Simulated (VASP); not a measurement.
# PtS4 in VASP: settings compared

The runs below take PtS4 through single point, relaxation of the atoms, with PBEsol+D3(BJ), PBEsol.

Program: VASP 6.6.1. These are calculated values, not measurements. Logs are shortened: lines on timing, memory, paths and dates and some standing lists are left out, and cuts for length are marked.

## 1. The cell of the first run

The cell holds a slab with vacuum, 5 atoms: a = 3.571 Å, b = 3.571 Å, c = 22.143 Å, α = 90.00°, β = 90.00°, γ = 120.00°.

## 2. Single point, PBEsol+D3(BJ)

Input file INCAR:

```
ALGO = Normal ; DIPOL = 0.5 0.5 0.500
EDIFF = 1E-6 ; ENCUT = 400
GGA = PS ; GGA_COMPAT = False
IDIPOL = 3 ; ISIF = 2
ISMEAR = 0 ; IVDW = 12
LASPH = True ; LCHARG = False
LDIPOL = True ; LREAL = False
LWAVE = False ; NBANDS = 25
NELM = 120 ; NELMDL = -8
PREC = Accurate ; SIGMA = 0.05
```

Input file KPOINTS:

```
k-points
0
Gamma
  12 12 1
```

Input file POSCAR:

```
PtS4
1.0
    3.5713268724      0.0000000000      0.0000000000
   -1.7856634362      3.0928597967      0.0000000000
    0.0000000000      0.0000000000     22.1433901852
S Pt
4 1
Direct
    0.3333333333      0.6666666667      0.3706502415
    0.6666666667      0.3333333333      0.4403022425
    0.3333333333      0.6666666667      0.5596977791
    0.6666666667      0.3333333333      0.6293497165
    0.0000000000      0.0000000000      0.5000000205
```

Potentials or basis: VASP PAW PBE potentials, release 64 (S, Pt).

The run is started by

```sh
> cat potpaw_PBE.64/S/POTCAR potpaw_PBE.64/Pt/POTCAR > POTCAR
> mpirun -np 1 vasp_std > vasp.out
```

OUTCAR:

```text
EDIFF = 1E-6
   ENCUT = 400
   GGA = PS
   ISIF = 2
   ISMEAR = 0
   IVDW = 12
   LASPH = True
   LREAL = False
   NELM = 120
   NELMDL = -8
   PREC = Accurate
 IVDW          = 12

 ion  position               nearest neighbor table
   1  0.333  0.667  0.371-   2 2.57   2 2.57   2 2.57
   2  0.667  0.333  0.440-   5 2.45   5 2.45   5 2.45   1 2.57   1 2.57   1 2.57
   3  0.333  0.667  0.560-   5 2.45   5 2.45   5 2.45   4 2.57   4 2.57   4 2.57
   4  0.667  0.333  0.629-   3 2.57   3 2.57   3 2.57
   5  0.000  0.000  0.500-   3 2.45   3 2.45   3 2.45   2 2.45   2 2.45   2 2.45

  LATTYP: Found a hexagonal cell.
 ALAT       =     3.5713268724
 C/A-ratio  =     6.2003258106

  Lattice vectors:

 A1 = (   3.5713268724,   0.0000000000,   0.0000000000)
 A2 = (  -1.7856634362,   3.0928597967,   0.0000000000)
 A3 = (   0.0000000000,   0.0000000000,  22.1433901852)

Analysis of symmetry for initial positions (statically):
=====================================================================
 Subroutine PRICEL returns:
 Original cell was already a primitive cell.

 Routine SETGRP: Setting up the symmetry group for a
 hexagonal supercell.

 Subroutine GETGRP returns: Found 12 space group operations
 (whereof 12 operations were pure point group operations)
 out of a pool of 24 trial point group operations.

The static configuration has the point symmetry D_3d.

Analysis of symmetry for dynamics (positions and initial velocities):
=====================================================================
 Subroutine PRICEL returns:
 Original cell was already a primitive cell.

 Routine SETGRP: Setting up the symmetry group for a
 hexagonal supercell.

 Subroutine GETGRP returns: Found 12 space group operations
 (whereof 12 operations were pure point group operations)
 out of a pool of 24 trial point group operations.

The dynamic configuration has the point symmetry D_3d.

 Subroutine INISYM returns: Found 12 space group operations
 (whereof 12 operations are pure point group operations),
 and found     1 'primitive' translations

----------------------------------------------------------------------------------------

                                     Primitive cell

  volume of cell :     244.5873

  direct lattice vectors                    reciprocal lattice vectors
     3.571326872  0.000000000  0.000000000     0.280007973  0.161662679  0.000000000
    -1.785663436  3.092859797  0.000000000     0.000000000  0.323325358  0.000000000
     0.000000000  0.000000000 22.143390185     0.000000000  0.000000000  0.045160203

  length of vectors
     3.571326872  3.571326872 22.143390185     0.323325358  0.323325358  0.045160203

  position of ions in fractional coordinates (direct lattice)
     0.333333333  0.666666667  0.370650242
     0.666666667  0.333333333  0.440302243
     0.333333333  0.666666667  0.559697779
     0.666666667  0.333333333  0.629349717
     0.000000000  0.000000000  0.500000021

  ion indices of the primitive-cell ions
   primitive index   ion index
                 1           1
                 2           2
                 3           3
                 4           4
                 5           5

----------------------------------------------------------------------------------------

 KPOINTS: k-points

Automatic generation of k-mesh.
 Grid dimensions read from file:
 generate k-points for:   12   12    1

 Generating k-lattice:

  Cartesian coordinates                     Fractional coordinates (reciprocal lattice)
     0.023333998  0.013471890  0.000000000     0.083333333  0.000000000  0.000000000
     0.000000000  0.026943780  0.000000000     0.000000000  0.083333333  0.000000000
     0.000000000  0.000000000  0.045160203     0.000000000  0.000000000  1.000000000

  Length of vectors
     0.026943780  0.026943780  0.045160203

  Shift w.r.t. Gamma in fractional coordinates (k-lattice)
     0.000000000  0.000000000  0.000000000

 Subroutine IBZKPT returns following result:
 ===========================================

 Found     19 irreducible k-points:

 Following reciprocal coordinates:
            Coordinates               Weight
  0.000000  0.000000  0.000000      1.000000
  0.083333  0.000000  0.000000      6.000000
  0.166667  0.000000  0.000000      6.000000
  0.250000  0.000000  0.000000      6.000000
  0.333333  0.000000  0.000000      6.000000
  0.416667 -0.000000  0.000000      6.000000
[... 11 lines left out ...]
  0.333333  0.250000  0.000000     12.000000
  0.333333  0.333333  0.000000      2.000000
   k-points           NKPTS =     19   k-points in BZ     NKDIM =     19   number of bands    NBANDS=     25
   number of dos      NEDOS =    301   number of ions     NIONS =      5
   total plane-waves  NPLWV =  82944
   dimension x,y,z NGX =    24 NGY =   24 NGZ =  144
   dimension x,y,z NGXF=    48 NGYF=   48 NGZF=  288
   ions per type =               4   1
   NGX,Y,Z   is equivalent  to a cutoff of  11.17, 11.17, 10.81 a.u.
   NGXF,Y,Z  is equivalent  to a cutoff of  22.34, 22.34, 21.62 a.u.
 SYSTEM =  unknown system
   PREC   = accura    normal or accurate (medium, high low for compatibility)
   ISTART =      0    job   : 0-new  1-cont  2-samecut
   ICHARG =      2    charge: 1-file 2-atom 10-const
   ISPIN  =      1    spin polarized calculation?
   LNONCOLLINEAR =      F non collinear calculations
   LSORBIT =      F    spin-orbit coupling
   LASPH  =      T    aspherical Exc in radial PAW
   ENCUT  =  400.0 eV  29.40 Ry    5.42 a.u.   5.82  5.82 36.11*2*pi/ulx,y,z
   NELM   =    120;   NELMIN=  2; NELMDL= -8     # of ELM steps
   EDIFF  = 0.1E-05   stopping-criterion for ELM
   LREAL  =      F    real-space projection
   EDIFFG = 0.1E-04   stopping-criterion for IOM
   NSW    =      0    number of steps for IOM
   IBRION =     -1    ionic relax: 0-MD 1-quasi-New 2-CG
   NFREE  =      0    steps in history (QN), initial steepest desc. (CG)
   ISIF   =      2    stress and relaxation
   ISYM   =      2    0-nonsym 1-usesym 2-fastsym
   POTIM  = 0.5000    time-step for ionic-motion
   TEBEG  =    0.0;   TEEND  =   0.0 temperature during run
   PSTRESS=    0.0 pullay stress
   NELECT =      34.0000    total number of electrons
   NUPDOWN=      -1.0000    fix difference up-down
   EMIN   =  10.00;   EMAX   =-10.00  energy-range for DOS
   EFERMI =   0.00;   METHOD = LEGACY
   ISMEAR =     0;   SIGMA  =   0.05  broadening in eV -4-tet -1-fermi 0-gaus
   EFERMI_NEDOS =   21; number of points for ismear=-14 and -15
   IALGO  =     38    algorithm
   IMIX   =      4    mixing-type and parameters
     AMIX     =   0.40;   BMIX     =  1.00
     AMIX_MAG =   1.60;   BMIX_MAG =  1.00
  volume/ion in A,a.u.               =      48.92       330.11
  Fermi-wavevector in a.u.,A,eV,Ry     =   0.848053  1.602588  9.785234  0.719194
  Thomas-Fermi vector in A             =   1.963656
   LORBIT       =      0    0 simple, 1 ext, 2 COOP (PROOUT), +10 PAW based schemes
   GGA     = PS    functional components
   LHFCALC =     F    Hartree Fock is set to
   AEXX    =    0.0000 exact exchange contribution
   IVDW    =    12    specifies the selected vdW correction
   LEPSILON=     F    determine dielectric tensor
   LRPA    =     F    only Hartree local field effects (RPA)
 non-spin polarized calculation
 Gauss-broadening in eV      SIGMA  =   0.05
  energy-cutoff  :      400.00
  volume of cell :      244.59
 maximum number of plane-waves:      4466
 NGX is ok and might be reduce to    24
   NGX = 11   NGY = 11   NGZ = 73

 dipolmoment           0.000000      0.000000      0.000000 electrons x Angstroem

 number of electron      33.9999994 magnetization

 dipolmoment           0.000000      0.000000     -0.000000 electrons x Angstroem

 Free energy of the ion-electron system (eV)
  ---------------------------------------------------
  ext. energy  EPLUGINS =         0.00000000
  ---------------------------------------------------
  free energy    TOTEN  =       -22.04204053 eV

  energy without entropy =      -22.03679404  energy(sigma->0) =      -22.03941728

 E-fermi :  -1.4716     XC(G=0):  -4.5207

 val. band max:       -1.4917772540   @ k =   0.5000   0.0000   0.0000
 cond. band min:      -1.4637873562   @ k =   0.5000   0.0000   0.0000
 fundamental gap:      0.0279898978
 Fermi energy:        -1.4716277626

 k-point     1 :       0.0000    0.0000    0.0000
  band No.  band energies     occupation
      1     -17.4022      2.00000
      2     -16.5005      2.00000
      3     -13.2681      2.00000
      4     -12.2004      2.00000
      5      -7.4989      2.00000
      6      -7.4989      2.00000
[... 17 lines left out ...]
     24       4.5723      0.00000
     25       4.6381      0.00000

 k-point     2 :       0.0833    0.0000    0.0000
  band No.  band energies     occupation
      1     -17.3186      2.00000
      2     -16.4447      2.00000
      3     -13.2252      2.00000
      4     -12.2621      2.00000
      5      -7.5040      2.00000
      6      -7.4625      2.00000
[... 17 lines left out ...]
     24       4.6391      0.00000
     25       4.7118      0.00000

 k-point     3 :       0.1667    0.0000    0.0000
  band No.  band energies     occupation
      1     -17.0741      2.00000
      2     -16.2833      2.00000
      3     -13.1192      2.00000
      4     -12.4339      2.00000
      5      -7.5161      2.00000
      6      -7.3783      2.00000
[... 412 lines left out ...]
 k-point    18 :       0.3333    0.2500    0.0000
  band No.  band energies     occupation
      1     -15.2958      2.00000
      2     -15.2344      2.00000
      3     -13.4016      2.00000
      4     -13.3467      2.00000
      5      -8.4452      2.00000
      6      -7.5809      2.00000
[... 17 lines left out ...]
     24       6.0841      0.00000
     25       6.5996      0.00000

 k-point    19 :       0.3333    0.3333    0.0000
  band No.  band energies     occupation
      1     -15.1728      2.00000
      2     -15.1728      2.00000
      3     -13.4270      2.00000
      4     -13.4269      2.00000
      5      -8.5038      2.00000
      6      -7.5081      2.00000
[... 17 lines left out ...]
     24       6.3788      0.00000
     25       6.3789      0.00000

------------------------ aborting loop because EDIFF is reached ----------------------------------------

 vacuum level on the upper side and lower side of the slab       (xc-potential included)        -0.150        -0.150

 Edisp (eV)   -1.23812

 E8    (eV) :    -0.7788

  FORCE on cell =-STRESS in cart. coord.  units (eV):
  Direction    XX          YY          ZZ          XY          YZ          ZX
  --------------------------------------------------------------------------------------
  -------------------------------------------------------------------------------------
  Total      -6.42150    -6.42150    -0.51904     0.00000     0.00000     0.00000
  in kB     -42.06424   -42.06424    -3.39998     0.00000     0.00000     0.00000
  external pressure =      -29.18 kB  Pullay stress =        0.00 kB

 VOLUME and BASIS-vectors are now :
 -----------------------------------------------------------------------------
  energy-cutoff  :      400.00
  volume of cell :      244.59
      direct lattice vectors                 reciprocal lattice vectors
     3.571326872  0.000000000  0.000000000     0.280007973  0.161662679  0.000000000
    -1.785663436  3.092859797  0.000000000     0.000000000  0.323325358  0.000000000
     0.000000000  0.000000000 22.143390185     0.000000000  0.000000000  0.045160203

 POSITION                                       TOTAL-FORCE (eV/Angst)
 -----------------------------------------------------------------------------------
     -0.00000      2.06191      8.20745         0.000000      0.000000      0.052556
      1.78566      1.03095      9.74978         0.000000     -0.000000      0.068928
     -0.00000      2.06191     12.39361        -0.000000      0.000000     -0.068928
      1.78566      1.03095     13.93594         0.000000      0.000000     -0.052556
      0.00000      0.00000     11.07170        -0.000000     -0.000000     -0.000000
 -----------------------------------------------------------------------------------
    total drift:                               -0.000000      0.000000     -0.000100

  FREE ENERGIE OF THE ION-ELECTRON SYSTEM (eV)
  ---------------------------------------------------
  free  energy   TOTEN  =       -23.2801568662 eV

  energy  without entropy=      -23.2749103750  energy(sigma->0) =      -23.27753362

 vacuum level on the upper side and lower side of the slab         4.462         4.462
```

It took 3.9 min on 1 thread of Intel Xeon 8259CL, shared host; peak memory 0.3 GiB.

What came out:

```yaml
Free_energy: -23.2802 eV
Largest_force: 0.069 eV/Å
Band_gap_on_the_k_mesh: zero (bands 17 and 18 overlap by 0.45 eV)
Dispersion_energy_per_atom: -0.248 eV
```

Forces in eV/Å, atoms in the order of the input:
```
S    0.000  0.000  0.053
S    0.000  0.000  0.069
S    0.000  0.000 -0.069
S    0.000  0.000 -0.053
Pt   0.000  0.000  0.000
```

Levels at points of the mesh, in eV from the Fermi level:
```
           k point  band 13  band 14  band 15  band 16  band 17  band 18  band 19  band 20  band 21  band 22
(0.00, 0.00, 0.00)    -1.96    -1.01    -1.01    -0.90    -0.06     0.07     0.07     2.06     2.06     4.76
(0.50, 0.00, 0.00)    -2.23    -1.54    -1.51    -0.97    -0.88    -0.02     0.01     2.36     2.55     5.71
```

Caveat: the PAW data sets were made with another functional, which shifts forces and pressure a little; spin-orbit coupling is left out, which moves the levels of the heavy elements.

(Continued in part 2 of 2.)

The gap in the log of VASP goes by the Fermi energy; the results here count the filled bands.